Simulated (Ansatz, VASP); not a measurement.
One calculation of InSb, two programs

```xyz
2
Lattice="0.0000 3.2391 3.2391 3.2391 0.0000 3.2391 3.2391 3.2391 0.0000" Properties=species:S:1:pos:R:3 pbc="T T T"
In    0.0000    0.0000    0.0000
Sb    1.6196    1.6196    1.6196
```

Alike in both runs: task single point; functional PBEsol; k mesh 6 × 6 × 6; occupations gaussian, width 0.1 eV; no spin polarisation.

```csv
,VASP,Ansatz
version,VASP 6.6.1,Ansatz 0.2.0
potentials or method,"VASP PAW PBE potentials, release 64 (In_d, Sb), cutoff 520 eV","scalar-relativistic, plane waves, PAW"
valence electrons in the cell,18,28
```

|  | VASP | Ansatz | Ansatz less VASP |
| --- | --- | --- | --- |
| gap on the k mesh at the Fermi level (eV) | none | none | - |
| pressure (GPa) | 0.9 | 0.9 | -0.02 |

VASP's potentials were made for PBE, not for PBEsol. A gap of «none» marks a metal or a gap that the smearing closes. VASP's potentials hold 18 valence electrons a cell and Ansatz's 28, so a difference there can come from the potentials and not from the codes.

Neither program's run includes spin-orbit coupling.
